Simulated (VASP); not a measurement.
# GaP in VASP: notebook

Runs on GaP. Level: LDA. Tasks: electric field gradients.

Program: VASP 6.6.1. These are calculated values, not measurements. Logs are shortened: lines on timing, memory, paths and dates and some standing lists are left out, and cuts for length are marked.

## Step 1: The cell of the first run

The structure is cubic, space group F-43m (No. 216). Conventional cell: a = 5.487 Å, b = 5.487 Å, c = 5.487 Å, α = 90.00°, β = 90.00°, γ = 90.00°. Within 3.1 Å of Ga (site symmetry -43m) lie 4 P at 2.38 Å. P (site symmetry -43m) has 4 Ga at 2.38 Å within 3.1 Å.

## Step 2: Electric field gradients, LDA (volume scaled by 1.02)

Input file INCAR:

```
SYSTEM = GaP
PREC = Accurate
ENCUT = 520
EDIFF = 1E-8
ISMEAR = -1
SIGMA = 0.05
LREAL = .FALSE.
LASPH = .TRUE.
NELM = 100
ALGO = Normal
ISIF = 2
LWAVE = .FALSE.
LCHARG = .FALSE.
LEFG = .TRUE.
NBANDS = 16
```

Input file KPOINTS:

```
Automatic mesh
0
G
  10 10 10
  0 0 0
```

Input file POSCAR:

```
GaP
1.0
    0.0000000000      2.7432985392      2.7432985392
    2.7432985392      0.0000000000      2.7432985392
    2.7432985392      2.7432985392      0.0000000000
Ga P
1 1
Direct
    0.0000000000      0.0000000000      0.0000000000
    0.7500000000      0.7500000000      0.7500000000
```

Potentials or basis: VASP PAW LDA potentials, release 64 (Ga_d, P).

The run is started by

```bash
$ cat potpaw_LDA.64/Ga_d/POTCAR potpaw_LDA.64/P/POTCAR > POTCAR
$ mpirun -np 1 vasp_std > vasp.out
```

OUTCAR:

```text
SYSTEM = GaP
   PREC = Accurate
   ENCUT = 520
   EDIFF = 1E-8
   ISMEAR = -1
   LREAL = .FALSE.
   LASPH = .TRUE.
   NELM = 100
   ISIF = 2

 ion  position               nearest neighbor table
   1  0.000  0.000  0.000-   2 2.38   2 2.38   2 2.38   2 2.38
   2  0.750  0.750  0.750-   1 2.38   1 2.38   1 2.38   1 2.38

  LATTYP: Found a face centered cubic cell.
 ALAT       =     5.4865970784

  Lattice vectors:

 A1 = (   0.0000000000,   2.7432985392,   2.7432985392)
 A2 = (   2.7432985392,   0.0000000000,   2.7432985392)
 A3 = (   2.7432985392,   2.7432985392,   0.0000000000)

Analysis of symmetry for initial positions (statically):
=====================================================================
 Subroutine PRICEL returns:
 Original cell was already a primitive cell.

 Routine SETGRP: Setting up the symmetry group for a
 face centered cubic supercell.

 Subroutine GETGRP returns: Found 24 space group operations
 (whereof 24 operations were pure point group operations)
 out of a pool of 48 trial point group operations.

The static configuration has the point symmetry T_d .

Analysis of symmetry for dynamics (positions and initial velocities):
=====================================================================
 Subroutine PRICEL returns:
 Original cell was already a primitive cell.

 Routine SETGRP: Setting up the symmetry group for a
 face centered cubic supercell.

 Subroutine GETGRP returns: Found 24 space group operations
 (whereof 24 operations were pure point group operations)
 out of a pool of 48 trial point group operations.

The dynamic configuration has the point symmetry T_d .

 Subroutine INISYM returns: Found 24 space group operations
 (whereof 24 operations are pure point group operations),
 and found     1 'primitive' translations

----------------------------------------------------------------------------------------

                                     Primitive cell

  volume of cell :      41.2904

  direct lattice vectors                    reciprocal lattice vectors
     0.000000000  2.743298539  2.743298539    -0.182262336  0.182262336  0.182262336
[... 123 lines left out ...]

 number of electron      17.9999997 magnetization

 Free energy of the ion-electron system (eV)
  ---------------------------------------------------
  ext. energy  EPLUGINS =         0.00000000
  ---------------------------------------------------
  free energy    TOTEN  =       -10.42553641 eV

  energy without entropy =      -10.42553640  energy(sigma->0) =      -10.42553641

 E-fermi :   5.0071     XC(G=0): -10.0766

 val. band max:        4.3020386494   @ k =   0.0000   0.0000   0.0000
 cond. band min:       5.7569637444   @ k =   0.5000   0.0000   0.0000
 fundamental gap:      1.4549250949
 Fermi energy:         5.0071470787

 k-point     1 :       0.0000    0.0000    0.0000
  band No.  band energies     occupation
      1     -10.3684      2.00000
      2     -10.3684      2.00000
      3     -10.3684      2.00000
      4     -10.2761      2.00000
      5     -10.2761      2.00000
      6      -8.0601      2.00000
[... 433 lines left out ...]
      3     -10.3225      2.00000
      4     -10.2985      2.00000
      5     -10.2609      2.00000
      6      -6.1216      2.00000
[... 8 lines left out ...]
     15      16.0422      0.00000
     16      17.7369      0.00000

 [... further k-points ...]

------------------------ aborting loop because EDIFF is reached ----------------------------------------

  FORCE on cell =-STRESS in cart. coord.  units (eV):
  Direction    XX          YY          ZZ          XY          YZ          ZX
  --------------------------------------------------------------------------------------
  -------------------------------------------------------------------------------------
  Total       -1.0597097     -1.0597097     -1.0597097     -0.0000000      0.0000000      0.0000000
  in kB      -41.1195416    -41.1195416    -41.1195416     -0.0000000      0.0000000      0.0000000
  external PRESSURE =     -41.1195416 kB  Pullay stress =       0.0000000 kB

 VOLUME and BASIS-vectors are now :
 -----------------------------------------------------------------------------
  energy-cutoff  :      520.00
  volume of cell :       41.29
      direct lattice vectors                 reciprocal lattice vectors
     0.000000000  2.743298539  2.743298539    -0.182262336  0.182262336  0.182262336
     2.743298539  0.000000000  2.743298539     0.182262336 -0.182262336  0.182262336
     2.743298539  2.743298539  0.000000000     0.182262336  0.182262336 -0.182262336

 POSITION                                       TOTAL-FORCE (eV/Angst)
 -----------------------------------------------------------------------------------
      0.00000      0.00000      0.00000         0.000000      0.000000      0.000000
      4.11495      4.11495      4.11495        -0.000000     -0.000000     -0.000000
 -----------------------------------------------------------------------------------
    total drift:                               -0.000000     -0.000000     -0.000000

  FREE ENERGIE OF THE ION-ELECTRON SYSTEM (eV)
  ---------------------------------------------------
  free  energy   TOTEN  =       -10.4255364142 eV

  energy  without entropy=      -10.4255364038  energy(sigma->0) =      -10.42553641

 Electric field gradients (V/A^2)
---------------------------------------------------------------------
 ion       V_xx      V_yy      V_zz      V_xy      V_xz      V_yz
---------------------------------------------------------------------
   1      -0.000     0.000     0.000    -0.002    -0.002    -0.002
   2      -0.000    -0.000     0.000    -0.000    -0.000    -0.000
---------------------------------------------------------------------

 Electric field gradients after diagonalization (V/A^2)
 (convention: |V_zz| > |V_xx| > |V_yy|)
----------------------------------------------------------------------
 ion       V_xx      V_yy      V_zz     asymmetry (V_yy - V_xx)/ V_zz
----------------------------------------------------------------------
   1       0.002     0.002    -0.004       0.000
   2       0.000     0.000    -0.000       0.000
----------------------------------------------------------------------

           NMR quadrupolar parameters

 Cq : quadrupolar parameter    Cq=e*Q*V_zz/h
 eta: asymmetry parameters     (V_yy - V_xx)/ V_zz
 Q  : nuclear electric quadrupole moment in mb (millibarn)
----------------------------------------------------------------------
 ion       Cq(MHz)       eta       Q (mb)
----------------------------------------------------------------------
   1      -0.000       0.000       1.000
   2      -0.000       0.000       1.000
----------------------------------------------------------------------
```

OSZICAR:

```text
N       E                     dE             d eps       ncg     rms          rms(c)
DAV:   1     0.824501147274E+02    0.82450E+02   -0.90575E+03  1544   0.160E+03
DAV:   2    -0.415733849941E+01   -0.86607E+02   -0.81889E+02  1744   0.312E+02
DAV:   3    -0.106232630466E+02   -0.64659E+01   -0.64437E+01  1840   0.669E+01
DAV:   4    -0.107334768693E+02   -0.11021E+00   -0.11019E+00  1880   0.945E+00
DAV:   5    -0.107356282215E+02   -0.21514E-02   -0.21512E-02  1872   0.116E+00    0.421E+00
DAV:   6    -0.104750443460E+02    0.26058E+00   -0.35844E-01  2384   0.997E+00    0.269E+00
DAV:   7    -0.104303968618E+02    0.44647E-01   -0.78253E-02  2032   0.190E+00    0.102E+00
DAV:   8    -0.104255543907E+02    0.48425E-02   -0.10813E-02  1784   0.114E+00    0.169E-01
DAV:   9    -0.104255266556E+02    0.27735E-04   -0.96868E-04  2224   0.413E-01    0.651E-02
DAV:  10    -0.104255301584E+02   -0.35028E-05   -0.49979E-05  2088   0.740E-02    0.289E-02
DAV:  11    -0.104255366657E+02   -0.65073E-05   -0.88818E-06  1864   0.446E-02    0.712E-03
DAV:  12    -0.104255364478E+02    0.21789E-06   -0.54257E-07  1832   0.721E-03    0.503E-03
DAV:  13    -0.104255364143E+02    0.33571E-07   -0.21818E-07  2040   0.440E-03    0.831E-04
DAV:  14    -0.104255364142E+02    0.58208E-10   -0.86694E-09  1200   0.107E-03
   1 F= -.10425536E+02 E0= -.10425536E+02  d E =-.103646E-07
```

stdout:

```text
POSCAR found type information on POSCAR GaP
 POSCAR found :  2 types and       2 ions
 scaLAPACK will be used
 LDA part: xc-table for (Slater(with rela. corr.)+CA(PZ))
 , standard interpolation
 POSCAR, INCAR and KPOINTS ok, starting setup
 FFT: planning ... GRIDC
 FFT: planning ... GRID_SOFT
 FFT: planning ... GRID
 WAVECAR not read
 entering main loop
ion   1

ion   2
```

Wall time 28 s (1 thread of AMD EPYC 7R43 (Zen 3), shared host); peak memory 0.12 GiB.

What came out:

* Free energy: -10.4255 eV
* Pressure: -4.1 GPa
* Band gap on the k mesh: 1.46 eV, indirect (least direct gap 1.47 eV)

Levels at points of the mesh, in eV from the valence-band top:
| k point | band 6 | band 7 | band 8 | band 9 | band 10 | band 11 | band 12 | band 13 |
| --- | --- | --- | --- | --- | --- | --- | --- | --- |
| (0.00, 0.00, 0.00) | -12.36 | 0.00 | 0.00 | 0.00 | 1.47 | 3.80 | 3.80 | 3.80 |
| (0.50, 0.00, 0.00) | -10.34 | -6.60 | -1.10 | -1.10 | 1.46 | 4.64 | 4.64 | 8.01 |
| (0.50, 0.50, 0.00) | -9.45 | -6.75 | -2.64 | -2.64 | 1.54 | 1.70 | 10.30 | 10.30 |

Caveat: without QUAD_EFG the Cq values of the log hold for a quadrupole moment of 1 mb, not for the nuclei.

(Part 1 of 2 ends here.)
